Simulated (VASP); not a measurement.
# ZnO (P6_3mc) in VASP: further runs, part 2 of 2

VASP 6.6.1. The steps go on from the part before.

## (3) Single point, r2SCAN (strain -0.040 along x and y, +0.040 along z)

POSCAR reads:

```
ZnO
1.0
    3.1057925798      0.0000000000      0.0000000000
   -1.5528962899      2.6896952730      0.0000000000
    0.0000000000      0.0000000000      5.4198726682
Zn O
2 2
Direct
    0.3333333333      0.6666666667      0.0012360734
    0.6666666667      0.3333333333      0.5012360734
    0.3333333333      0.6666666667      0.3808639266
    0.6666666667      0.3333333333      0.8808639266
```

INCAR.step1 reads:

```
PREC = Accurate ; ENCUT = 520
ISMEAR = 0 ; SIGMA = 0.05
LREAL = False ; LASPH = True
NELM = 80 ; NBANDS = 26
GGA = PE ; ALGO = Normal
EDIFF = 1E-4 ; LWAVE = True
LCHARG = False
```

INCAR.step2 reads:

```
PREC = Accurate ; ENCUT = 520
EDIFF = 1E-6 ; ISMEAR = 0
SIGMA = 0.05 ; LREAL = False
LASPH = True ; NELM = 80
ALGO = Normal ; ISIF = 2
LWAVE = False ; LCHARG = False
METAGGA = R2SCAN ; LMIXTAU = True
NBANDS = 26 ; ISTART = 1
```

KPOINTS reads:

```
regular mesh
0
Gamma
  12 12 6
```

Potentials or basis: VASP PAW PBE potentials, release 64 (Zn, O).

Command:

```sh
$ cat potpaw_PBE.64/Zn/POTCAR potpaw_PBE.64/O/POTCAR > POTCAR
$ cp INCAR.step1 INCAR
$ mpirun -np 1 vasp_std > vasp.out
$ cp INCAR.step2 INCAR
$ mpirun -np 1 vasp_std > vasp.out
```

OUTCAR:

```text
PREC = Accurate
   ENCUT = 520
   EDIFF = 1E-6
   ISMEAR = 0
   LREAL = False
   LASPH = True
   NELM = 80
   ISIF = 2
   METAGGA = R2SCAN
   ISTART = 1

 ion  position               nearest neighbor table
   1  0.333  0.667  0.001-   4 1.91   4 1.91   4 1.91   3 2.06
   2  0.667  0.333  0.501-   3 1.91   3 1.91   3 1.91   4 2.06
   3  0.333  0.667  0.381-   2 1.91   2 1.91   2 1.91   1 2.06
   4  0.667  0.333  0.881-   1 1.91   1 1.91   1 1.91   2 2.06

  LATTYP: Found a hexagonal cell.
 ALAT       =     3.1057925798
 C/A-ratio  =     1.7450852009

  Lattice vectors:

 A1 = (   3.1057925798,   0.0000000000,   0.0000000000)
 A2 = (  -1.5528962899,   2.6896952730,   0.0000000000)
 A3 = (   0.0000000000,   0.0000000000,   5.4198726682)

Analysis of symmetry for initial positions (statically):
=====================================================================
 Subroutine PRICEL returns:
 Original cell was already a primitive cell.

 Routine SETGRP: Setting up the symmetry group for a
 hexagonal supercell.

 Subroutine GETGRP returns: Found 12 space group operations
 (whereof  6 operations were pure point group operations)
 out of a pool of 24 trial point group operations.

The static configuration has the point symmetry C_3v.
 The point group associated with its full space group is C_6v.

Analysis of symmetry for dynamics (positions and initial velocities):
=====================================================================
 Subroutine PRICEL returns:
 Original cell was already a primitive cell.

 Routine SETGRP: Setting up the symmetry group for a
 hexagonal supercell.

 Subroutine GETGRP returns: Found 12 space group operations
 (whereof  6 operations were pure point group operations)
 out of a pool of 24 trial point group operations.

The dynamic configuration has the point symmetry C_3v.
 The point group associated with its full space group is C_6v.

 Subroutine INISYM returns: Found 12 space group operations
 (whereof  6 operations are pure point group operations),
 and found     1 'primitive' translations

----------------------------------------------------------------------------------------

                                     Primitive cell

  volume of cell :      45.2756

  direct lattice vectors                    reciprocal lattice vectors
     3.105792580  0.000000000  0.000000000     0.321979004  0.185894664  0.000000000
    -1.552896290  2.689695273  0.000000000     0.000000000  0.371789329  0.000000000
     0.000000000  0.000000000  5.419872668     0.000000000  0.000000000  0.184506180

  length of vectors
     3.105792580  3.105792580  5.419872668     0.371789329  0.371789329  0.184506180

  position of ions in fractional coordinates (direct lattice)
     0.333333333  0.666666667  0.001236073
     0.666666667  0.333333333  0.501236073
     0.333333333  0.666666667  0.380863927
     0.666666667  0.333333333  0.880863927

  ion indices of the primitive-cell ions
   primitive index   ion index
                 1           1
                 2           2
                 3           3
                 4           4

----------------------------------------------------------------------------------------

 KPOINTS: regular mesh

Automatic generation of k-mesh.
 Grid dimensions read from file:
 generate k-points for:   12   12    6

 Generating k-lattice:

  Cartesian coordinates                     Fractional coordinates (reciprocal lattice)
     0.026831584  0.015491222  0.000000000     0.083333333 -0.000000000  0.000000000
     0.000000000  0.030982444  0.000000000     0.000000000  0.083333333  0.000000000
     0.000000000  0.000000000  0.030751030     0.000000000  0.000000000  0.166666667

  Length of vectors
     0.030982444  0.030982444  0.030751030

  Shift w.r.t. Gamma in fractional coordinates (k-lattice)
     0.000000000  0.000000000  0.000000000

 Subroutine IBZKPT returns following result:
 ===========================================

 Found     76 irreducible k-points:

 Following reciprocal coordinates:
            Coordinates               Weight
  0.000000  0.000000  0.000000      1.000000
  0.083333  0.000000  0.000000      6.000000
  0.166667  0.000000  0.000000      6.000000
  0.250000  0.000000  0.000000      6.000000
  0.333333  0.000000  0.000000      6.000000
  0.416667  0.000000  0.000000      6.000000
[... 16 lines left out ...]
  0.250000  0.000000  0.166667     12.000000
  0.333333  0.000000  0.166667     12.000000
 [... further k-points ...]
   k-points           NKPTS =     76   k-points in BZ     NKDIM =     76   number of bands    NBANDS=     26
   number of dos      NEDOS =    301   number of ions     NIONS =      4
   total plane-waves  NPLWV =  23040
   dimension x,y,z NGX =    24 NGY =   24 NGZ =   40
   dimension x,y,z NGXF=    48 NGYF=   48 NGZF=   80
   ions per type =               2   2
   NGX,Y,Z   is equivalent  to a cutoff of  12.85, 12.85, 12.27 a.u.
   NGXF,Y,Z  is equivalent  to a cutoff of  25.69, 25.69, 24.54 a.u.
 SYSTEM =  unknown system
   PREC   = accura    normal or accurate (medium, high low for compatibility)
   ISTART =      1    job   : 0-new  1-cont  2-samecut
   ICHARG =      0    charge: 1-file 2-atom 10-const
   ISPIN  =      1    spin polarized calculation?
   LNONCOLLINEAR =      F non collinear calculations
   LSORBIT =      F    spin-orbit coupling
   LASPH  =      T    aspherical Exc in radial PAW
   ENCUT  =  520.0 eV  38.22 Ry    6.18 a.u.   5.77  5.77 10.08*2*pi/ulx,y,z
   NELM   =     80;   NELMIN=  2; NELMDL=  0     # of ELM steps
   EDIFF  = 0.1E-05   stopping-criterion for ELM
   LREAL  =      F    real-space projection
   EDIFFG = 0.1E-04   stopping-criterion for IOM
   NSW    =      0    number of steps for IOM
   IBRION =     -1    ionic relax: 0-MD 1-quasi-New 2-CG
   NFREE  =      0    steps in history (QN), initial steepest desc. (CG)
   ISIF   =      2    stress and relaxation
   ISYM   =      2    0-nonsym 1-usesym 2-fastsym
   POTIM  = 0.5000    time-step for ionic-motion
   TEBEG  =    0.0;   TEEND  =   0.0 temperature during run
   PSTRESS=    0.0 pullay stress
   NELECT =      36.0000    total number of electrons
   NUPDOWN=      -1.0000    fix difference up-down
   EMIN   =  10.00;   EMAX   =-10.00  energy-range for DOS
   EFERMI =   0.00;   METHOD = LEGACY
   ISMEAR =     0;   SIGMA  =   0.05  broadening in eV -4-tet -1-fermi 0-gaus
   EFERMI_NEDOS =   21; number of points for ismear=-14 and -15
   IALGO  =     38    algorithm
   IMIX   =      4    mixing-type and parameters
     AMIX     =   0.40;   BMIX     =  1.00
     AMIX_MAG =   1.60;   BMIX_MAG =  1.00
  volume/ion in A,a.u.               =      11.32        76.38
  Fermi-wavevector in a.u.,A,eV,Ry     =   1.516657  2.866067 31.296793  2.300249
  Thomas-Fermi vector in A             =   2.626018
   LORBIT       =      0    0 simple, 1 ext, 2 COOP (PROOUT), +10 PAW based schemes
   METAGGA = R2SCAN    functional components
   LHFCALC =     F    Hartree Fock is set to
   AEXX    =    0.0000 exact exchange contribution
   IVDW    =     0    specifies the selected vdW correction
   LEPSILON=     F    determine dielectric tensor
   LRPA    =     F    only Hartree local field effects (RPA)
 non-spin polarized calculation
 Gauss-broadening in eV      SIGMA  =   0.05
  energy-cutoff  :      520.00
  volume of cell :       45.28
 maximum number of plane-waves:      1232
 NGX is ok and might be reduce to    24
   NGX = 11   NGY = 11   NGZ = 21

 number of electron      36.0000013 magnetization

 Free energy of the ion-electron system (eV)
  ---------------------------------------------------
  ext. energy  EPLUGINS =         0.00000000
  ---------------------------------------------------
  free energy    TOTEN  =       -36.09842928 eV

  energy without entropy =      -36.09842928  energy(sigma->0) =      -36.09842928

 E-fermi :   1.7452     XC(G=0): -11.9561

 val. band max:        1.4273927452   @ k =   0.0000   0.0000   0.0000
 cond. band min:       2.5462895092   @ k =   0.0000   0.0000   0.0000
 fundamental gap:      1.1188967640
 Fermi energy:         1.7451610381

 k-point     1 :       0.0000    0.0000    0.0000
  band No.  band energies     occupation
      1     -18.2135      2.00000
      2     -17.5850      2.00000
      3      -4.9725      2.00000
      4      -4.8357      2.00000
      5      -4.8356      2.00000
      6      -4.7454      2.00000
[... 18 lines left out ...]
     25      17.3738      0.00000
     26      17.3739      0.00000
[... 644 lines left out ...]
      4      -4.9264      2.00000
      5      -4.5310      2.00000
      6      -4.2931      2.00000
[... 18 lines left out ...]
     25      16.2263      0.00000
     26      17.1010      0.00000

 [... further k-points ...]
[... 5 lines left out ...]
  --------------------------------------------------------------------------------------
  -------------------------------------------------------------------------------------
  Total        4.7333310      4.7333310     -1.1842467      0.0000000      0.0000000      0.0000000
  in kB      167.4992431    167.4992431    -41.9071543      0.0000000      0.0000000      0.0000000
  external PRESSURE =      97.6971106 kB  Pullay stress =       0.0000000 kB

 VOLUME and BASIS-vectors are now :
 -----------------------------------------------------------------------------
  energy-cutoff  :      520.00
  volume of cell :       45.28
      direct lattice vectors                 reciprocal lattice vectors
     3.105792580  0.000000000  0.000000000     0.321979004  0.185894664  0.000000000
    -1.552896290  2.689695273  0.000000000     0.000000000  0.371789329  0.000000000
     0.000000000  0.000000000  5.419872668     0.000000000  0.000000000  0.184506180

 POSITION                                       TOTAL-FORCE (eV/Angst)
 -----------------------------------------------------------------------------------
     -0.00000      1.79313      0.00670         0.000000      0.000000      0.781957
      1.55290      0.89657      2.71664        -0.000000     -0.000000      0.781957
     -0.00000      1.79313      2.06423         0.000000     -0.000000     -0.781957
      1.55290      0.89657      4.77417         0.000000      0.000000     -0.781957
 -----------------------------------------------------------------------------------
    total drift:                               -0.000001     -0.000001      0.047287

  FREE ENERGIE OF THE ION-ELECTRON SYSTEM (eV)
  ---------------------------------------------------
  free  energy   TOTEN  =       -36.0984292824 eV

  energy  without entropy=      -36.0984292824  energy(sigma->0) =      -36.09842928
```

Wall time 94 s (1 thread of Intel Xeon 6975P-C (Granite Rapids), shared host); peak memory 0.21 GiB.

Results:

```yaml
Free_energy: -36.0984 eV
Pressure: 9.8 GPa
Largest_force: 0.782 eV/Å
Band_gap_on_the_k_mesh: 1.12 eV
```

Forces on the atoms (eV/Å):
```
Zn   0.000  0.000  0.782
Zn   0.000  0.000  0.782
O    0.000  0.000 -0.782
O    0.000  0.000 -0.782
```

Stress tensor (GPa, compression positive):
```
16.75  0.00  0.00
 0.00 16.75  0.00
 0.00  0.00 -4.19
```

Levels at points of the mesh, in eV from the valence-band top:
| k point | band 16 | band 17 | band 18 | band 19 | band 20 | band 21 |
| --- | --- | --- | --- | --- | --- | --- |
| (0.00, 0.00, 0.00) | -0.36 | 0.00 | 0.00 | 1.12 | 6.22 | 8.16 |
| (0.50, 0.00, 0.00) | -2.27 | -1.56 | -1.05 | 6.58 | 7.45 | 7.53 |
| (0.00, 0.00, 0.50) | -0.34 | -0.34 | -0.34 | 3.85 | 3.85 | 10.36 |
| (0.50, 0.00, 0.50) | -1.81 | -1.63 | -1.63 | 6.09 | 6.09 | 9.40 |

Caveat: the cell differs from its parent crystal (strain -0.040 along x and y, +0.040 along z); the cell stands under pressure; the PAW data sets were made with another functional, which shifts forces and pressure a little.

## (4) Single point, r2SCAN (strain +0.000 along x and y, -0.040 along z)

POSCAR reads:

```
ZnO
1.0
    3.2352006039      0.0000000000      0.0000000000
   -1.6176003019      2.8017659094      0.0000000000
    0.0000000000      0.0000000000      5.0029593860
Zn O
2 2
Direct
    0.3333333333      0.6666666667      0.0012360734
    0.6666666667      0.3333333333      0.5012360734
    0.3333333333      0.6666666667      0.3808639266
    0.6666666667      0.3333333333      0.8808639266
```

INCAR.step1 reads:

```
SYSTEM = ZnO
PREC     = Accurate       ! precision mode
ENCUT    = 520            ! plane-wave cutoff, eV
ISMEAR   = 0              ! smearing method
SIGMA    = 0.05           ! smearing width, eV
LREAL    = .False.        ! projectors in reciprocal space
LASPH    = .True.         ! aspherical terms in the spheres
NELM     = 80             ! most SCF steps
NBANDS   = 26             ! bands
GGA      = PE             ! functional
ALGO     = Normal         ! electronic algorithm
EDIFF    = 1E-4           ! SCF threshold, eV
LWAVE    = .True.         ! write WAVECAR
LCHARG   = .False.        ! write CHGCAR
```

INCAR.step2 reads:

```
SYSTEM = ZnO
PREC     = Accurate       ! precision mode
ENCUT    = 520            ! plane-wave cutoff, eV
EDIFF    = 1E-6           ! SCF threshold, eV
ISMEAR   = 0              ! smearing method
SIGMA    = 0.05           ! smearing width, eV
LREAL    = .False.        ! projectors in reciprocal space
LASPH    = .True.         ! aspherical terms in the spheres
NELM     = 80             ! most SCF steps
ALGO     = Normal         ! electronic algorithm
ISIF     = 2              ! what is computed and relaxed
LWAVE    = .False.        ! write WAVECAR
LCHARG   = .False.        ! write CHGCAR
METAGGA  = R2SCAN         ! meta-GGA
LMIXTAU  = .True.       
NBANDS   = 26             ! bands
ISTART   = 1
```

KPOINTS reads:

```
Automatic mesh
0
Gamma
  12 12 6
  0 0 0
```

Command:

```sh
$ cat potpaw_PBE.64/Zn/POTCAR potpaw_PBE.64/O/POTCAR > POTCAR
$ cp INCAR.step1 INCAR
$ mpirun -np 1 vasp_std > vasp.out
$ cp INCAR.step2 INCAR
$ mpirun -np 1 vasp_std > vasp.out
```

Run time: 90 s. Hardware: 1 thread of Intel Xeon 6975P-C (Granite Rapids), shared host; peak memory 0.21 GiB.

The run converged. Its results:

```yaml
Free_energy: -36.2184 eV
Pressure: 8.2 GPa
Largest_force: 0.557 eV/Å
Band_gap_on_the_k_mesh: 1.35 eV
```

Forces in eV/Å, atoms in the order of the input:
```
Zn   0.000  0.000 -0.557
Zn   0.000  0.000 -0.557
O    0.000  0.000  0.557
O    0.000  0.000  0.557
```

Stress tensor (GPa, compression positive):
```
 4.16  0.00  0.00
 0.00  4.16  0.00
 0.00  0.00 16.35
```

Levels at points of the mesh, in eV from the valence-band top:
```tsv
k point	band 15	band 16	band 17	band 18	band 19	band 20	band 21	band 22
(0.00, 0.00, 0.00)	-0.98	-0.01	0.00	0.00	1.35	5.93	9.42	13.59
(0.50, 0.00, 0.00)	-2.95	-2.59	-1.30	-0.86	6.60	7.36	8.45	9.39
(0.00, 0.00, 0.50)	-0.48	-0.48	-0.48	-0.48	4.12	4.12	11.38	11.38
(0.50, 0.00, 0.50)	-1.65	-1.65	-1.31	-1.31	6.41	6.41	9.39	9.39
```

Caveat: the cell differs from its parent crystal (strain +0.000 along x and y, -0.040 along z); the cell stands under pressure; the PAW data sets were made with another functional, which shifts forces and pressure a little.

## (5) Single point, r2SCAN (strain +0.040 along x and y, -0.080 along z)

POSCAR reads:

```
ZnO
1.0
    3.3646086281      0.0000000000      0.0000000000
   -1.6823043140      2.9138365457      0.0000000000
    0.0000000000      0.0000000000      4.7945027449
Zn O
2 2
Direct
    0.3333333333      0.6666666667      0.0012360734
    0.6666666667      0.3333333333      0.5012360734
    0.3333333333      0.6666666667      0.3808639266
    0.6666666667      0.3333333333      0.8808639266
```

INCAR.step1 reads:

```
PREC = Accurate
ENCUT = 520
ISMEAR = 0
SIGMA = 0.05
LREAL = False
LASPH = True
NELM = 60
NBANDS = 26
GGA = PE
ALGO = Normal
EDIFF = 1E-4
LWAVE = True
LCHARG = False
```

INCAR.step2 reads:

```
PREC = Accurate
ENCUT = 520
EDIFF = 1E-6
ISMEAR = 0
SIGMA = 0.05
LREAL = False
LASPH = True
NELM = 60
ALGO = Normal
ISIF = 2
LWAVE = False
LCHARG = True
METAGGA = R2SCAN
LMIXTAU = True
LELF = True
LVHAR = True
NBANDS = 26
ISTART = 1
```

KPOINTS reads:

```
Automatic mesh
0
Gamma
  12 12 6
```

Command:

```sh
$ cat potpaw_PBE.64/Zn/POTCAR potpaw_PBE.64/O/POTCAR > POTCAR
$ cp INCAR.step1 INCAR
$ mpirun -np 1 vasp_std > vasp.out
$ cp INCAR.step2 INCAR
$ mpirun -np 1 vasp_std > vasp.out
```

Wall time 2.7 min (1 thread of Intel Xeon 6975P-C (Granite Rapids), shared host); peak memory 0.22 GiB.

The run converged. Its results:

- Free energy: -35.9104 eV
- Pressure: 5.6 GPa
- Largest force: 1.911 eV/Å
- Band gap on the k mesh: 1.23 eV

Forces on the atoms (eV/Å):
```
Zn   0.000  0.000 -1.911
Zn   0.000  0.000 -1.911
O    0.000  0.000  1.911
O    0.000  0.000  1.911
```

Stress tensor (GPa, compression positive):
```
-6.21  0.00  0.00
 0.00 -6.21  0.00
 0.00  0.00 29.11
```

Levels at points of the mesh, in eV from the valence-band top:
```csv
k point,band 14,band 15,band 16,band 17,band 18,band 19,band 20,band 21,band 22,band 23
"(0.00, 0.00, 0.00)",-1.27,-1.27,-0.12,-0.12,0.00,1.23,5.50,10.04,12.66,12.66
"(0.50, 0.00, 0.00)",-3.36,-2.85,-2.80,-1.23,-0.78,6.23,7.05,8.59,8.91,12.77
"(0.00, 0.00, 0.50)",-1.98,-0.67,-0.67,-0.67,-0.67,4.08,4.08,11.93,11.93,12.92
"(0.50, 0.00, 0.50)",-3.66,-1.68,-1.68,-1.02,-1.02,6.35,6.35,8.92,8.92,12.66
```

Caveat: the cell differs from its parent crystal (strain +0.040 along x and y, -0.080 along z); the cell stands under pressure; the PAW data sets were made with another functional, which shifts forces and pressure a little.

## (6) The runs side by side

```tsv
cell	gap on the mesh (eV)	pressure (GPa)	largest force (eV/Å)
a = 3.106, b = 3.106, c = 5.211 Å, angles 90.0, 90.0, 120.0°, 4 atoms	1.28	16.8	0.53
a = 3.106, b = 3.106, c = 5.420 Å, angles 90.0, 90.0, 120.0°, 4 atoms	1.12	9.8	0.78
a = 3.235, b = 3.235, c = 5.003 Å, angles 90.0, 90.0, 120.0°, 4 atoms	1.35	8.2	0.56
a = 3.365, b = 3.365, c = 4.795 Å, angles 90.0, 90.0, 120.0°, 4 atoms	1.23	5.6	1.91
```

Alike in all rows: task single point; level r2SCAN; potentials or basis VASP PAW PBE potentials, release 64 (Zn, O); no spin polarisation; k mesh 12 × 12 × 6; cutoff (eV) 520; smearing gaussian 0.05 eV.

Caveats: the cell stands under pressure; the PAW data sets were made with another functional, which shifts forces and pressure a little.

Absolute energies hang on the potentials; compare differences alone.
